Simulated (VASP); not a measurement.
Wanted: the native input for a VASP 6.6.1 run.

- Task: single point
- Functional: PBE
- Dispersion: D3(BJ)
- Potentials or basis: VASP PAW PBE potentials, release 64 (Al)
- Cutoff: 520 eV
- k mesh: 18 × 18 × 10
- Occupations: gaussian, width 0.15 eV
- Spin: no spin polarisation
- Dipole correction: no
- Further INCAR settings: ALGO = Fast; EDIFF = 1e-06; NBANDS = 10

The structure of Al lies in POSCAR:

```
Al
1.0
    2.7562062445      0.0000000000      0.0000000000
   -1.3781031222      2.4843709370      0.0000000000
    0.0000000000      0.0000000000      4.8668500000
Al
2
Direct
    0.6666666667      0.3333333333      0.7500000000
    0.3333333333      0.6666666667      0.2500000000
```

This cell differs from its parent crystal: strain -0.0200 x Voigt [1, -1, 0, 0, 0, 0].

These files were run (other wordings do the same):

INCAR

```
PREC     = Accurate       # precision mode
ENCUT    = 520            # plane-wave cutoff, eV
EDIFF    = 1E-6           # SCF threshold, eV
ISMEAR   = 0              # smearing method
SIGMA    = 0.15           # smearing width, eV
LREAL    = F              # projectors in reciprocal space
LASPH    = T              # aspherical terms in the spheres
NELM     = 80             # most SCF steps
ALGO     = Fast           # electronic algorithm
ISIF     = 2              # what is computed and relaxed
LWAVE    = F              # write WAVECAR
LCHARG   = F              # write CHGCAR
GGA      = PE             # functional
IVDW     = 12             # dispersion correction
NBANDS   = 10             # bands
```

KPOINTS

```
regular mesh
0
Gamma
  18 18 10
```

Potentials or basis: VASP PAW PBE potentials, release 64 (Al).

The run is started by

```console
$ cat potpaw_PBE.64/Al/POTCAR > POTCAR
$ mpirun -np 1 vasp_std > vasp.out
```

Results of the run:

```
Pressure                   : -3.1 GPa
Largest force              : 0.004 eV/Å
Band gap on the k mesh     : zero (band 3 reaches 11.62 eV, above the bottom of band 4 at 4.52 eV)
Dispersion energy per atom : -0.333 eV
```

Caveat: the cell differs from its parent crystal (strain -0.0200 x Voigt [1, -1, 0, 0, 0, 0]); pairwise dispersion overbinds metals, which lowers pressure and volume.

Run time: 72 s on 1 thread of Intel(R) Xeon(R) Platinum 8124M CPU @ 3.00GHz (Skylake/Cascade Lake) (shared host), peak memory 0.26 GiB.
